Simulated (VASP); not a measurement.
# TePb (Fm-3m) in VASP: a series of runs

TePb is run at these levels: BLYP, PBE; tasks: single point.

Program: VASP 6.6.1. These are calculated values, not measurements. Logs are shortened: lines on timing, memory, paths and dates and some standing lists are left out, and cuts for length are marked.

### Step 1. The cell of the first run

It takes space group Fm-3m (No. 225, cubic). The conventional cell has a = 6.231 Å, b = 6.231 Å, c = 6.231 Å, α = 90.00°, β = 90.00°, γ = 90.00°. Within 4.1 Å of Te (site symmetry m-3m) lie 6 Pb at 3.12 Å. Pb (site symmetry m-3m) has 6 Te at 3.12 Å within 4.1 Å.

### Step 2. Single point, BLYP, non-collinear spin, zero start, spin-orbit coupling

INCAR reads:

```
AGGAC = 1.0
AGGAX = 1.0
ALDAC = 0.0
ALDAX = 1.0
ALGO = Normal
EDIFF = 1E-6
ENCUT = 500
GGA = B5
GGA_COMPAT = F
ISIF = 2
ISMEAR = -1
LASPH = T
LCHARG = F
LORBIT = 11
LORBMOM = T
LREAL = F
LSORBIT = T
LWAVE = F
MAGMOM = 0 0 0 0 0 0
NBANDS = 32
NELM = 200
PREC = Accurate
SIGMA = 0.008617333262145177
```

KPOINTS reads:

```
k-points
0
Gamma
  2 2 2
```

POSCAR reads:

```
TePb
1.0
    0.0000000000      3.1153350176      3.1153350176
    3.1153350176      0.0000000000      3.1153350176
    3.1153350176      3.1153350176      0.0000000000
Te Pb
1 1
Direct
    0.0000000000      0.0000000000      0.0000000000
    0.5000000000      0.5000000000      0.5000000000
```

Potentials or basis: VASP PAW PBE potentials, release 64 (Te, Pb_d).

The run is started by

```sh
$ cat potpaw_PBE.64/Te/POTCAR potpaw_PBE.64/Pb_d/POTCAR > POTCAR
$ mpirun -np 1 vasp_ncl > vasp.out
```

OUTCAR:

```text
EDIFF = 1E-6
   ENCUT = 500
   GGA = B5
   ISIF = 2
   ISMEAR = -1
   LASPH = T
   LORBIT = 11
   LREAL = F
   LSORBIT = T
   NELM = 200
   PREC = Accurate

 ion  position               nearest neighbor table
   1  0.000  0.000  0.000-   2 3.12   2 3.12   2 3.12   2 3.12   2 3.12   2 3.12
   2  0.500  0.500  0.500-   1 3.12   1 3.12   1 3.12   1 3.12   1 3.12   1 3.12

  LATTYP: Found a face centered cubic cell.
 ALAT       =     6.2306700352

  Lattice vectors:

 A1 = (   0.0000000000,   3.1153350176,   3.1153350176)
 A2 = (   3.1153350176,   0.0000000000,   3.1153350176)
 A3 = (   3.1153350176,   3.1153350176,   0.0000000000)

Analysis of symmetry for initial positions (statically):
=====================================================================
 Subroutine PRICEL returns:
 Original cell was already a primitive cell.

 Routine SETGRP: Setting up the symmetry group for a
 face centered cubic supercell.

 Subroutine GETGRP returns: Found 48 space group operations
 (whereof 48 operations were pure point group operations)
 out of a pool of 48 trial point group operations.

The static configuration has the point symmetry O_h .

Analysis of symmetry for dynamics (positions and initial velocities):
=====================================================================
 Subroutine PRICEL returns:
 Original cell was already a primitive cell.

 Routine SETGRP: Setting up the symmetry group for a
 face centered cubic supercell.

 Subroutine GETGRP returns: Found 48 space group operations
 (whereof 48 operations were pure point group operations)
 out of a pool of 48 trial point group operations.

The dynamic configuration has the point symmetry O_h .

Analysis of structural, dynamic, and magnetic symmetry:
=====================================================================
 Subroutine PRICEL returns:
 Original cell was already a primitive cell.

 Routine SETGRP: Setting up the symmetry group for a
 face centered cubic supercell.

 Subroutine GETGRP returns: Found 48 space group operations
 (whereof 48 operations were pure point group operations)
 out of a pool of 48 trial point group operations.

The overall configuration has the point symmetry O_h .

 Subroutine INISYM returns: Found 48 space group operations
 (whereof 48 operations are pure point group operations),
 and found     1 'primitive' translations

----------------------------------------------------------------------------------------

                                     Primitive cell

  volume of cell :      60.4706

  direct lattice vectors                    reciprocal lattice vectors
     0.000000000  3.115335018  3.115335018    -0.160496382  0.160496382  0.160496382
     3.115335018  0.000000000  3.115335018     0.160496382 -0.160496382  0.160496382
     3.115335018  3.115335018  0.000000000     0.160496382  0.160496382 -0.160496382

  length of vectors
     4.405749033  4.405749033  4.405749033     0.277987889  0.277987889  0.277987889

  position of ions in fractional coordinates (direct lattice)
     0.000000000  0.000000000  0.000000000
     0.500000000  0.500000000  0.500000000

  ion indices of the primitive-cell ions
   primitive index   ion index
                 1           1
                 2           2

----------------------------------------------------------------------------------------

 KPOINTS: k-points

Automatic generation of k-mesh.
 Grid dimensions read from file:
 generate k-points for:    2    2    2

 Generating k-lattice:

  Cartesian coordinates                     Fractional coordinates (reciprocal lattice)
    -0.080248191  0.080248191  0.080248191     0.500000000  0.000000000  0.000000000
     0.080248191 -0.080248191  0.080248191     0.000000000  0.500000000  0.000000000
     0.080248191  0.080248191 -0.080248191     0.000000000  0.000000000  0.500000000
[... 72 lines left out ...]

 number of electron      19.9999997 magnetization       0.0000000      0.0000000     -0.0000000

 number of electron      19.9999997 magnetization      -0.0000000     -0.0000000      0.0000000

 Free energy of the ion-electron system (eV)
  ---------------------------------------------------
  ext. energy  EPLUGINS =         0.00000000
  ---------------------------------------------------
  free energy    TOTEN  =        -4.66989614 eV

  energy without entropy =       -4.66989613  energy(sigma->0) =       -4.66989614

 E-fermi :   7.6255     XC(G=0):  -9.1420

 val. band max:        7.4763025026   @ k =   0.5000   0.0000   0.0000
 cond. band min:       7.7746746695   @ k =   0.5000   0.0000   0.0000
 fundamental gap:      0.2983721669
 Fermi energy:         7.6254963815

 k-point     1 :       0.0000    0.0000    0.0000
  band No.  band energies     occupation
      1     -10.7304      1.00000
      2     -10.7304      1.00000
      3     -10.7304      1.00000
      4     -10.7304      1.00000
      5      -8.2087      1.00000
      6      -8.2087      1.00000
[... 94 lines left out ...]
     31      19.1923      0.00000
     32      19.2222      0.00000

------------------------ aborting loop because EDIFF is reached ----------------------------------------

  FORCE on cell =-STRESS in cart. coord.  units (eV):
  Direction    XX          YY          ZZ          XY          YZ          ZX
  --------------------------------------------------------------------------------------
  -------------------------------------------------------------------------------------
  Total        5.5439760      5.5439760      5.5439760      0.0000000      0.0000000      0.0000000
  in kB      146.8884530    146.8884530    146.8884530      0.0000000      0.0000000      0.0000000
  external PRESSURE =     146.8884530 kB  Pullay stress =       0.0000000 kB

 VOLUME and BASIS-vectors are now :
 -----------------------------------------------------------------------------
  energy-cutoff  :      500.00
  volume of cell :       60.47
      direct lattice vectors                 reciprocal lattice vectors
     0.000000000  3.115335018  3.115335018    -0.160496382  0.160496382  0.160496382
     3.115335018  0.000000000  3.115335018     0.160496382 -0.160496382  0.160496382
     3.115335018  3.115335018  0.000000000     0.160496382  0.160496382 -0.160496382

 POSITION                                       TOTAL-FORCE (eV/Angst)
 -----------------------------------------------------------------------------------
      0.00000      0.00000      0.00000        -0.000000     -0.000000     -0.000000
      3.11534      3.11534      3.11534         0.000000      0.000000      0.000000
 -----------------------------------------------------------------------------------
    total drift:                               -0.000000     -0.000000     -0.000000

  FREE ENERGIE OF THE ION-ELECTRON SYSTEM (eV)
  ---------------------------------------------------
  free  energy   TOTEN  =        -4.6698961434 eV

  energy  without entropy=       -4.6698961338  energy(sigma->0) =       -4.66989614

 orbital moment (x)

 # of ion     p       d       tot
 ----------------------------------------
  1        -0.000  -0.000  -0.000
  2        -0.000   0.000   0.000
 ----------------------------------------
           -0.000   0.000  -0.000

 orbital moment (y)

 # of ion     p       d       tot
 ----------------------------------------
  1         0.000   0.000   0.000
  2         0.000  -0.000   0.000
 ----------------------------------------
            0.000  -0.000   0.000

 orbital moment (z)

 # of ion     p       d       tot
 ----------------------------------------
  1         0.000   0.000   0.000
  2         0.000   0.000   0.000
 ----------------------------------------
            0.000   0.000   0.000

 Spin-Orbit-Coupling matrix elements

 Ion:    1  E_soc:     -0.2519306
 l=   1
     0.0000000    -0.0430419    -0.0430419
    -0.0430419     0.0000000    -0.0430419
    -0.0430419    -0.0430419     0.0000000
 l=   2
     0.0000000    -0.0001760     0.0000000    -0.0001760     0.0012295
    -0.0001760     0.0000000     0.0009221    -0.0001760     0.0003074
     0.0000000     0.0009221     0.0000000     0.0009221     0.0000000
    -0.0001760    -0.0001760     0.0009221     0.0000000     0.0003074
     0.0012295     0.0003074     0.0000000     0.0003074     0.0000000
 l=   3
     0.0000000     0.0000000     0.0000000     0.0000000     0.0000000     0.0000000     0.0000000
     0.0000000     0.0000000     0.0000000     0.0000000     0.0000000     0.0000000     0.0000000
     0.0000000     0.0000000     0.0000000     0.0000000     0.0000000     0.0000000     0.0000000
     0.0000000     0.0000000     0.0000000     0.0000000     0.0000000     0.0000000     0.0000000
     0.0000000     0.0000000     0.0000000     0.0000000     0.0000000     0.0000000     0.0000000
     0.0000000     0.0000000     0.0000000     0.0000000     0.0000000     0.0000000     0.0000000
     0.0000000     0.0000000     0.0000000     0.0000000     0.0000000     0.0000000     0.0000000

 Ion:    2  E_soc:     -1.8451301
 l=   1
     0.0000000    -0.2404045    -0.2404045
    -0.2404045     0.0000000    -0.2404045
    -0.2404045    -0.2404045     0.0000000
 l=   2
     0.0000000    -0.0140890     0.0000000    -0.0140890    -0.0530282
    -0.0140890     0.0000000    -0.0397711    -0.0140890    -0.0132570
     0.0000000    -0.0397711     0.0000000    -0.0397711     0.0000000
    -0.0140890    -0.0140890    -0.0397711     0.0000000    -0.0132570
    -0.0530282    -0.0132570     0.0000000    -0.0132570     0.0000000
 l=   3
     0.0000000     0.0000000     0.0000000     0.0000000     0.0000000     0.0000000     0.0000000
     0.0000000     0.0000000     0.0000000     0.0000000     0.0000000     0.0000000     0.0000000
     0.0000000     0.0000000     0.0000000     0.0000000     0.0000000     0.0000000     0.0000000
     0.0000000     0.0000000     0.0000000     0.0000000     0.0000000     0.0000000     0.0000000
     0.0000000     0.0000000     0.0000000     0.0000000     0.0000000     0.0000000     0.0000000
     0.0000000     0.0000000     0.0000000     0.0000000     0.0000000     0.0000000     0.0000000
     0.0000000     0.0000000     0.0000000     0.0000000     0.0000000     0.0000000     0.0000000

 total charge

# of ion       s       p       d       tot
------------------------------------------
    1        1.426   2.034   0.036   3.496
    2        1.280   0.839   9.851  11.970
--------------------------------------------------
tot          2.706   2.874   9.887  15.466

 magnetization (x)

# of ion       s       p       d       tot
------------------------------------------
    1       -0.000  -0.000  -0.000  -0.000
    2       -0.000  -0.000   0.000  -0.000
--------------------------------------------------
tot         -0.000  -0.000   0.000  -0.000

 magnetization (y)

# of ion       s       p       d       tot
------------------------------------------
    1        0.000   0.000  -0.000   0.000
    2        0.000   0.000   0.000   0.000
--------------------------------------------------
tot          0.000   0.000   0.000   0.000

 magnetization (z)

# of ion       s       p       d       tot
------------------------------------------
    1       -0.000  -0.000   0.000  -0.000
    2        0.000   0.000   0.000   0.000
--------------------------------------------------
tot         -0.000  -0.000   0.000  -0.000
```

Wall time 54 s (1 thread of Intel Xeon 8259CL, shared host); peak memory 0.3 GiB.

What came out:

* Free energy: -4.6699 eV
* Pressure: 14.7 GPa
* Net moment: 0.00 μB per cell
* Valence electrons inside the program's atomic spheres: Te 3.50; Pb 11.97

Moments on the atoms (μB; x, y, z):
```
Te  0.00 0.00 0.00
Pb  0.00 0.00 0.00
```

Caveat: the k points lie up to 0.87 Å⁻¹ apart, too coarse for converged energies, forces and pressures; the PAW data sets were made with another functional, which shifts forces and pressure a little.

[end of part 1 of 2]
